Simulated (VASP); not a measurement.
# BeH2O2 (P2_12_12_1) in VASP: electric field gradients with r2SCAN

Aim: the electric field gradients of BeH2O2 with r2SCAN.

Everything below comes from runs of VASP 6.6.1. Logs are shortened: lines on timing, memory, paths and dates and some standing lists are left out, and cuts for length are marked.

## 1. The cell of the first run

Symmetry: P2_12_12_1, No. 19, orthorhombic system. Conventional cell: a = 4.465 Å, b = 4.611 Å, c = 6.959 Å, α = 90.00°, β = 90.00°, γ = 90.00°. Be (site symmetry 1) has 4 O at 1.62 to 1.65 Å and 4 H at 2.14 to 2.28 Å within 2.3 Å. H (site symmetry 1) has 1 O at 0.98 Å within 1.3 Å. H (site symmetry 1) has 1 O at 0.98 Å within 1.3 Å. O (site symmetry 1) has 1 H at 0.98 Å within 1.3 Å. Within 1.3 Å of O (site symmetry 1) lie 1 H at 0.98 Å.

## 2. Electric field gradients, r2SCAN

The input, POSCAR:

```
BeH2O2
1.0
    4.4652433500      0.0000000000      0.0000000000
    0.0000000000      4.6113411200      0.0000000000
    0.0000000000      0.0000000000      6.9585260600
Be H O
4 8 8
Direct
    0.9586685300      0.1931576700      0.8729665100
    0.5413314700      0.8068423300      0.3729665100
    0.4586685300      0.3068423300      0.1270334900
    0.0413314700      0.6931576700      0.6270334900
    0.7257213900      0.5943794500      0.9226295200
    0.7742786100      0.4056205500      0.4226295200
    0.2257213900      0.9056205500      0.0773704800
    0.2742786100      0.0943794500      0.5773704800
    0.6405571400      0.9126143000      0.7142285800
    0.8594428600      0.0873857000      0.2142285800
    0.1405571400      0.5873857000      0.2857714200
    0.3594428600      0.4126143000      0.7857714200
    0.8250144300      0.6095151300      0.4451202000
    0.6749855700      0.3904848700      0.9451202000
    0.3250144300      0.8904848700      0.5548798000
    0.1749855700      0.1095151300      0.0548798000
    0.8396196300      0.8972877300      0.7734020900
    0.6603803700      0.1027122700      0.2734020900
    0.3396196300      0.6027122700      0.2265979100
    0.1603803700      0.3972877300      0.7265979100
```

The input, INCAR.step1:

```
PREC = Accurate
ENCUT = 910
ISMEAR = -1
SIGMA = 0.02
LREAL = Auto
LASPH = True
NELM = 120
NBANDS = 48
GGA = PE
ALGO = Normal
EDIFF = 1E-5
LWAVE = True
LCHARG = False
GGA_COMPAT = False
```

The input, INCAR.step2:

```
PREC = Accurate
ENCUT = 910
EDIFF = 1E-7
ISMEAR = -1
SIGMA = 0.02
LREAL = Auto
LASPH = True
NELM = 120
ALGO = Normal
ISIF = 2
LWAVE = False
LCHARG = False
METAGGA = R2SCAN
LMIXTAU = True
LEFG = True
NBANDS = 48
ISTART = 1
GGA_COMPAT = False
```

The input, KPOINTS:

```
Automatic mesh
0
Gamma
  6 5 4
```

Potentials or basis: VASP PAW PBE potentials, release 64 (Be, H_h, O_h).

Started as:

```bash
> cat potpaw_PBE.64/Be/POTCAR potpaw_PBE.64/H_h/POTCAR potpaw_PBE.64/O_h/POTCAR > POTCAR
> cp INCAR.step1 INCAR
> mpirun -np 1 vasp_std > vasp.out
> cp INCAR.step2 INCAR
> mpirun -np 1 vasp_std > vasp.out
```

OUTCAR:

```text
PREC = Accurate
   ENCUT = 910
   EDIFF = 1E-7
   ISMEAR = -1
   LREAL = Auto
   LASPH = True
   NELM = 120
   ISIF = 2
   METAGGA = R2SCAN
   ISTART = 1

 ion  position               nearest neighbor table
   1  0.959  0.193  0.873-  17 1.62  16 1.64  14 1.64  20 1.65
   2  0.541  0.807  0.373-  18 1.62  15 1.64  13 1.64  19 1.65
   3  0.459  0.307  0.127-  19 1.62  14 1.64  16 1.64  18 1.65
   4  0.041  0.693  0.627-  20 1.62  13 1.64  15 1.64  17 1.65
   5  0.726  0.594  0.923-  14 0.98
   6  0.774  0.406  0.423-  13 0.98
   7  0.226  0.906  0.077-  16 0.98
   8  0.274  0.094  0.577-  15 0.98
   9  0.641  0.913  0.714-  17 0.98
  10  0.859  0.087  0.214-  18 0.98
  11  0.141  0.587  0.286-  19 0.98
  12  0.359  0.413  0.786-  20 0.98
  13  0.825  0.610  0.445-   6 0.98   4 1.64   2 1.64
  14  0.675  0.390  0.945-   5 0.98   3 1.64   1 1.64
  15  0.325  0.890  0.555-   8 0.98   2 1.64   4 1.64
  16  0.175  0.110  0.055-   7 0.98   1 1.64   3 1.64
  17  0.840  0.897  0.773-   9 0.98   1 1.62   4 1.65
  18  0.660  0.103  0.273-  10 0.98   2 1.62   3 1.65
  19  0.340  0.603  0.227-  11 0.98   3 1.62   2 1.65
  20  0.160  0.397  0.727-  12 0.98   4 1.62   1 1.65

  LATTYP: Found a simple orthorhombic cell.
 ALAT       =     4.4652433500
 B/A-ratio  =     1.0327188819
 C/A-ratio  =     1.5583755497

  Lattice vectors:

 A1 = (   4.4652433500,   0.0000000000,   0.0000000000)
 A2 = (   0.0000000000,   4.6113411200,   0.0000000000)
 A3 = (   0.0000000000,   0.0000000000,   6.9585260600)

Analysis of symmetry for initial positions (statically):
=====================================================================
 Subroutine PRICEL returns:
 Original cell was already a primitive cell.

 Routine SETGRP: Setting up the symmetry group for a
 simple orthorhombic supercell.

 Subroutine GETGRP returns: Found  4 space group operations
 (whereof  1 operations were pure point group operations)
 out of a pool of  8 trial point group operations.

The static configuration has the point symmetry C_1 .
 The point group associated with its full space group is D_2 .

[... 1330 lines left out ...]
     44      13.2663      0.00000

 [... further k-points ...]

 [bands above 44 left out]

------------------------ aborting loop because EDIFF is reached ----------------------------------------

  FORCE on cell =-STRESS in cart. coord.  units (eV):
  Direction    XX          YY          ZZ          XY          YZ          ZX
  --------------------------------------------------------------------------------------
  -------------------------------------------------------------------------------------
  Total       -0.3503046     -0.3942123     -0.1734931      0.0000000      0.0000000      0.0000000
  in kB       -3.9171195     -4.4080967     -1.9400062      0.0000000      0.0000000      0.0000000
  external PRESSURE =      -3.4217408 kB  Pullay stress =       0.0000000 kB

 VOLUME and BASIS-vectors are now :
 -----------------------------------------------------------------------------
  energy-cutoff  :      910.00
  volume of cell :      143.28
      direct lattice vectors                 reciprocal lattice vectors
     4.465243350  0.000000000  0.000000000     0.223951960  0.000000000  0.000000000
     0.000000000  4.611341120  0.000000000     0.000000000  0.216856653  0.000000000
     0.000000000  0.000000000  6.958526060     0.000000000  0.000000000  0.143708595

 POSITION                                       TOTAL-FORCE (eV/Angst)
 -----------------------------------------------------------------------------------
      4.28069      0.89072      6.07456        -0.006040      0.040017      0.032368
      2.41718      3.72063      2.59530         0.006040     -0.040017      0.032368
      2.04807      1.41495      0.88397        -0.006040     -0.040017     -0.032368
      0.18456      3.19639      4.36323         0.006040      0.040017     -0.032368
      3.24052      2.74089      6.42014        -0.018273     -0.099739      0.036940
      3.45734      1.87045      2.94088         0.018273      0.099739      0.036940
[... 12 lines left out ...]
      1.51648      2.77931      1.57679        -0.049776     -0.037678      0.033519
      0.71614      1.83203      5.05605         0.049776      0.037678      0.033519
 -----------------------------------------------------------------------------------
    total drift:                               -0.000000      0.000000      0.000000

  FREE ENERGIE OF THE ION-ELECTRON SYSTEM (eV)
  ---------------------------------------------------
  free  energy   TOTEN  =      -129.6439565725 eV

  energy  without entropy=     -129.6439565725  energy(sigma->0) =     -129.64395657

 Electric field gradients (V/A^2)
---------------------------------------------------------------------
 ion       V_xx      V_yy      V_zz      V_xy      V_xz      V_yz
---------------------------------------------------------------------
   1      -0.008    -0.934     0.943    -0.175    -0.467    -0.452
   2      -0.008    -0.934     0.943    -0.175     0.467     0.452
   3      -0.008    -0.934     0.943     0.175     0.467    -0.452
   4      -0.008    -0.934     0.943     0.175    -0.467     0.452
   5     -14.258    30.926   -16.668    10.605    -2.266    -6.586
   6     -14.258    30.926   -16.668    10.605     2.266     6.586
[... 12 lines left out ...]
  19      77.729   -42.549   -35.181    14.765   -54.593    16.130
  20      77.729   -42.549   -35.181    14.765    54.593   -16.130
---------------------------------------------------------------------

 Electric field gradients after diagonalization (V/A^2)
 (convention: |V_zz| > |V_xx| > |V_yy|)
----------------------------------------------------------------------
 ion       V_xx      V_yy      V_zz     asymmetry (V_yy - V_xx)/ V_zz
----------------------------------------------------------------------
   1      -1.111    -0.083     1.194       0.861
   2      -1.111    -0.083     1.194       0.861
   3      -1.111    -0.083     1.194       0.861
   4      -1.111    -0.083     1.194       0.861
   5     -18.031   -16.201    34.233       0.053
   6     -18.031   -16.201    34.233       0.053
[... 12 lines left out ...]
  19     -71.787   -28.438   100.225       0.433
  20     -71.787   -28.438   100.225       0.433
----------------------------------------------------------------------

           NMR quadrupolar parameters

 Cq : quadrupolar parameter    Cq=e*Q*V_zz/h
 eta: asymmetry parameters     (V_yy - V_xx)/ V_zz
 Q  : nuclear electric quadrupole moment in mb (millibarn)
----------------------------------------------------------------------
 ion       Cq(MHz)       eta       Q (mb)
----------------------------------------------------------------------
   1       0.003       0.861       1.000
   2       0.003       0.861       1.000
   3       0.003       0.861       1.000
   4       0.003       0.861       1.000
   5       0.083       0.053       1.000
   6       0.083       0.053       1.000
[... 12 lines left out ...]
  19       0.242       0.433       1.000
  20       0.242       0.433       1.000
----------------------------------------------------------------------
```

OSZICAR.step1:

```text
N       E                     dE             d eps       ncg     rms          rms(c)
DAV:   1     0.586261092358E+03    0.58626E+03   -0.44527E+04  3456   0.194E+03
DAV:   2    -0.351890705295E+02   -0.62145E+03   -0.58019E+03  4848   0.392E+02
DAV:   3    -0.123952793887E+03   -0.88764E+02   -0.87521E+02  4416   0.149E+02
DAV:   4    -0.127695223879E+03   -0.37424E+01   -0.37311E+01  5016   0.370E+01
DAV:   5    -0.127762638332E+03   -0.67414E-01   -0.67346E-01  4424   0.385E+00    0.204E+01
DAV:   6    -0.116834231516E+03    0.10928E+02   -0.32724E+01  4152   0.260E+01    0.684E+00
DAV:   7    -0.116565494299E+03    0.26874E+00   -0.14100E+00  4760   0.615E+00    0.436E+00
DAV:   8    -0.116450028486E+03    0.11547E+00   -0.38190E-01  4448   0.395E+00    0.545E-01
DAV:   9    -0.116452687326E+03   -0.26588E-02   -0.26082E-02  4416   0.101E+00    0.222E-01
DAV:  10    -0.116457394101E+03   -0.47068E-02   -0.86052E-03  4040   0.400E-01    0.134E-01
DAV:  11    -0.116457670903E+03   -0.27680E-03   -0.86333E-04  4912   0.179E-01    0.309E-02
DAV:  12    -0.116457738811E+03   -0.67907E-04   -0.11486E-04  4112   0.591E-02    0.954E-03
DAV:  13    -0.116457748965E+03   -0.10154E-04   -0.12879E-05  3320   0.233E-02    0.282E-03
DAV:  14    -0.116457750315E+03   -0.13496E-05   -0.38584E-06  2856   0.122E-02
   1 F= -.11645775E+03 E0= -.11645775E+03  d E =-.247787E-12
```

Wall time 38 min (1 thread of Intel Xeon Platinum 8375C at 2.90GHz (Ice Lake), shared host); peak memory 0.65 GiB.

Results:

```yaml
Free_energy: -129.6440 eV
Pressure: -0.3 GPa
Largest_force: 0.114 eV/Å
Band_gap_on_the_k_mesh: 6.37 eV
Largest_electric_field_gradient_by_atom: Be +1.2; H +34.2, +33.2 (each value once); O +102.2, +100.2 (each value once) V/Å²
```

Forces on the atoms (eV/Å):
```
Be  -0.006  0.040  0.032
Be   0.006 -0.040  0.032
Be  -0.006 -0.040 -0.032
Be   0.006  0.040 -0.032
H   -0.018 -0.100  0.037
H    0.018  0.100  0.037
H   -0.018  0.100 -0.037
H    0.018 -0.100 -0.037
H    0.098  0.007  0.057
H   -0.098 -0.007  0.057
H    0.098 -0.007 -0.057
H   -0.098  0.007 -0.057
O   -0.041 -0.043  0.009
O    0.041  0.043  0.009
O   -0.041  0.043 -0.009
O    0.041 -0.043 -0.009
O   -0.050  0.038 -0.034
O    0.050 -0.038 -0.034
O   -0.050 -0.038  0.034
O    0.050  0.038  0.034
```

Levels at points of the mesh, in eV from the valence-band top:
| k point | band 29 | band 30 | band 31 | band 32 | band 33 | band 34 | band 35 | band 36 |
| --- | --- | --- | --- | --- | --- | --- | --- | --- |
| (0.00, 0.00, 0.00) | -0.25 | -0.23 | -0.02 | 0.00 | 6.37 | 9.47 | 9.79 | 10.01 |
| (0.50, 0.00, 0.00) | -0.58 | -0.58 | -0.16 | -0.16 | 8.49 | 8.49 | 10.32 | 10.32 |
| (0.00, 0.00, 0.50) | -0.33 | -0.33 | -0.19 | -0.19 | 7.58 | 7.58 | 10.42 | 10.42 |
| (0.50, 0.00, 0.50) | -0.47 | -0.47 | -0.15 | -0.15 | 9.09 | 9.09 | 9.43 | 9.43 |

Electric field gradients, principal values (V/Å²):
| atom | least | middle | greatest (by size) |
| --- | --- | --- | --- |
| 1 Be | -0.083 | -1.111 | 1.194 |
| 2 Be | -0.083 | -1.111 | 1.194 |
| 3 Be | -0.083 | -1.111 | 1.194 |
| 4 Be | -0.083 | -1.111 | 1.194 |
| 5 H | -16.201 | -18.031 | 34.233 |
| 6 H | -16.201 | -18.031 | 34.233 |
| 7 H | -16.201 | -18.031 | 34.233 |
| 8 H | -16.201 | -18.031 | 34.233 |
| 9 H | -15.799 | -17.446 | 33.245 |
| 10 H | -15.799 | -17.446 | 33.245 |
| 11 H | -15.799 | -17.446 | 33.245 |
| 12 H | -15.799 | -17.446 | 33.245 |
| 13 O | -28.967 | -73.276 | 102.242 |
| 14 O | -28.967 | -73.276 | 102.242 |
| 15 O | -28.967 | -73.276 | 102.242 |
| 16 O | -28.967 | -73.276 | 102.242 |
| 17 O | -28.438 | -71.787 | 100.225 |
| 18 O | -28.438 | -71.787 | 100.225 |
| 19 O | -28.438 | -71.787 | 100.225 |
| 20 O | -28.438 | -71.787 | 100.225 |

Caveat: without QUAD_EFG the Cq values of the log hold for a quadrupole moment of 1 mb, not for the nuclei; the PAW data sets were made with another functional, which shifts forces and pressure a little.
